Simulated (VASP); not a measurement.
Input of a VASP 6.6.1 run:

File INCAR:

```
PREC     = Accurate       # precision mode
ENCUT    = 520            # plane-wave cutoff, eV
EDIFF    = 1E-7           # SCF threshold, eV
ISMEAR   = 1              # smearing method
SIGMA    = 0.1            # smearing width, eV
LREAL    = F              # projectors in reciprocal space
LASPH    = T              # aspherical terms in the spheres
NELM     = 60             # most SCF steps
ALGO     = Normal         # electronic algorithm
ISIF     = 2              # what is computed and relaxed
LWAVE    = F              # write WAVECAR
LCHARG   = T              # write CHGCAR
GGA      = PE             # functional
LELF     = T              # ELF
LVHAR    = T            
NBANDS   = 15             # bands
```

KPOINTS

```
Automatic mesh
0
Gamma
  13 13 10
```

The input POSCAR:

```
HfB2
1.0
    3.1400000000      0.0000000000      0.0000000000
   -1.5700000000      2.7193200000      0.0000000000
    0.0000000000      0.0000000000      3.4800000000
Hf B
1 2
Direct
    0.0000000000      0.0000000000      0.0000000000
    0.3333333333      0.6666666667      0.5000000000
    0.6666666667      0.3333333333      0.5000000000
```

Potentials or basis: VASP PAW PBE potentials, release 64 (Hf_pv, B).

Command:

```sh
$ cat potpaw_PBE.64/Hf_pv/POTCAR potpaw_PBE.64/B/POTCAR > POTCAR
$ mpirun -np 1 vasp_std > vasp.out
```

(1) Estimate the pressure.

(2) What does it give for the band gap on the k mesh?

Answers

(1) 1.0 GPa.

(2) zero (band 8 reaches 8.40 eV, above the bottom of band 9 at 7.35 eV).

Caveat: spin-orbit coupling is left out, which moves the levels of the heavy elements.
